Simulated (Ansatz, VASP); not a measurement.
# Two plane-wave programs on C

```
CELL_PARAMETERS angstrom
2.45600 0.00000 0.00000
-1.22800 2.12696 0.00000
0.00000 0.00000 6.69600
ATOMIC_POSITIONS crystal
C 0.00000 0.00000 0.75000
C 0.00000 0.00000 0.25000
C 0.33333 0.66667 0.75000
C 0.66667 0.33333 0.25000
```

Alike in both runs: task single point; functional PBE; dispersion D3(BJ); k mesh 6 × 6 × 2; occupations gaussian, width 0.1 eV; no spin polarisation.

|  | VASP | Ansatz |
| --- | --- | --- |
| version | VASP 6.6.1 | Ansatz 0.2.0 |
| potentials or method | VASP PAW PBE potentials, release 64 (C), cutoff 600 eV | scalar-relativistic, plane waves, PAW |
| valence electrons in the cell | 16 | 16 |

Ansatz gave:

```
gap on the k mesh at the Fermi level (eV)                     : none
pressure (GPa)                                                : 3.6
traceless stress, the component that is largest in VASP (GPa) : -3.73
```

Problem. What did VASP give for the same quantities?

Solution. gap on the k mesh at the Fermi level (eV): none; pressure (GPa): 3.6; traceless stress, the component that is largest in VASP (GPa): -4.07.

A gap of «none» marks a metal or a gap that the smearing closes.

The k mesh is coarse, so the values compare programs but aren't converged.
